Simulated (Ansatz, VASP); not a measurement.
Two plane-wave programs on TiN

```
CELL_PARAMETERS angstrom
0.00000 2.10192 2.10192
2.10192 0.00000 2.10192
2.10192 2.10192 0.00000
ATOMIC_POSITIONS crystal
Ti 0.00000 0.00000 0.00000
N 0.50000 0.50000 0.50000
```

Alike in both runs: task single point; functional PBE; k mesh 18 × 18 × 18; occupations gaussian, width 0.1 eV; no spin polarisation.

|  | VASP | Ansatz |
| --- | --- | --- |
| version | VASP 6.6.1 | Ansatz 0.2.0 |
| potentials or method | VASP PAW PBE potentials, release 64 (Ti_sv, N), cutoff 520 eV | scalar-relativistic, plane waves, PAW |
| valence electrons in the cell | 17 | 17 |

```tsv
	VASP	Ansatz	Ansatz less VASP
gap on the k mesh at the Fermi level (eV)	none	none	-
pressure (GPa)	9.5	9.0	-0.49
```

A gap of «none» marks a metal or a gap that the smearing closes.
